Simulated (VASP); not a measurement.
**SnO: relaxation of cell and atoms with PBE+D3(BJ)**

The system is SnO.

```
Sn O
1.0
     2.71312   -2.71310    0.00000
     2.71312    2.71310    0.00000
     0.00000    0.00000    9.52714
Sn O
4 4
Direct
  0.75001 0.24999 0.87162
  0.24999 0.75001 0.12838
  0.74999 0.25001 0.37162
  0.25001 0.74999 0.62838
  0.25000 0.25000 0.25000
  0.75000 0.75000 0.75000
  0.25000 0.25000 0.75000
  0.75000 0.75000 0.25000
```

```json
{
  "Program": "VASP 6.6.1",
  "Task": "relaxation of cell and atoms",
  "Functional": "PBE",
  "Dispersion": "D3(BJ)",
  "Potentials or basis": "VASP PAW PBE potentials, release 64 (Sn_d, O)",
  "Cutoff": "600 eV",
  "k mesh": "10 × 10 × 4",
  "Occupations": "gaussian, width 0.1 eV",
  "Spin": "no spin polarisation",
  "Dipole correction": "no",
  "Further INCAR settings": "ALGO = Fast; EDIFF = 1e-06; IBRION = 2; EDIFFG = -0.005; NSW = 100; ISIF = 3"
}
```

| Item | Value |
| --- | --- |
| Relaxed volume | 17.45 Å³/atom |
| Relaxed cell | a = 3.836 Å, b = 3.836 Å, c = 9.487 Å, α = 90.00°, β = 90.00°, γ = 90.00° |
| Space group after relaxing (to 0.1 Å) | P4/nmm (No. 129) |
| Energy gained by relaxing | 0.1 meV/atom |
| Ionic steps | 13 |
| Pressure after relaxing | 0.0 GPa |
| Band gap on the k mesh | zero (bands 40 and 41 overlap by 0.04 eV) |
| Dispersion energy per atom | -0.236 eV |

Forces in eV/Å, atoms in the order of the input:
```
Sn   0.000  0.000  0.002
Sn   0.000  0.000 -0.002
Sn   0.000  0.000  0.002
Sn   0.000  0.000 -0.002
O    0.000  0.000  0.000
O    0.000  0.000  0.000
O    0.000  0.000  0.000
O    0.000  0.000  0.000
```

The path:
```csv
step,energy change (eV),largest force (eV/Å),pressure (GPa),volume (Å³)
1,0.0000,0.0786,0.13,140.26
2,-0.0003,0.0179,-0.30,140.55
3,-0.0004,0.0199,-0.11,140.44
4,-0.0004,0.0123,-0.18,140.45
5,-0.0004,0.0173,-0.14,140.44
6,-0.0007,0.0061,-0.08,140.21
7,-0.0008,0.0025,-0.05,140.09
8,-0.0009,0.0060,0.01,139.84
9,-0.0010,0.0014,0.05,139.72
10,-0.0011,0.0045,0.04,139.67
11,-0.0011,0.0096,0.08,139.56
12,-0.0010,0.0215,-0.18,139.74
13,-0.0011,0.0021,0.00,139.63
```

Final structure:
```
Sn O
1.0
     2.71277   -2.71277    0.00000
     2.71277    2.71277    0.00000
     0.00000    0.00000    9.48666
Sn O
4 4
Direct
  0.75000 0.25000 0.87251
  0.25000 0.75000 0.12749
  0.75000 0.25000 0.37251
  0.25000 0.75000 0.62749
  0.25000 0.25000 0.25000
  0.75000 0.75000 0.75000
  0.25000 0.25000 0.75000
  0.75000 0.75000 0.25000
```

Levels at points of the mesh, in eV from the Fermi level:
```tsv
k point	band 38	band 39	band 40	band 41	band 42	band 43
(0.00, 0.00, 0.00)	-3.03	-2.14	-0.06	1.68	2.13	2.73
(0.50, 0.00, 0.00)	-2.74	-1.73	-1.73	2.66	2.66	3.25
(0.50, 0.50, 0.00)	-2.44	-1.92	-1.92	-0.10	-0.10	2.26
(0.00, 0.00, 0.50)	-3.10	-0.59	-0.59	1.65	1.65	3.33
(0.50, 0.00, 0.50)	-2.19	-2.19	-2.19	2.94	2.94	2.94
(0.50, 0.50, 0.50)	-2.40	-2.40	-2.40	0.83	0.83	0.83
```

Wall time 31 min on 4 MPI ranks on Oxide Virtual Turin-like Processor, on a shared host, peak memory 0.68 GiB a rank.

Caveat: semilocal functionals underestimate gaps, and a narrow one can read as zero; spin-orbit coupling is left out, which moves the levels of the heavy elements.
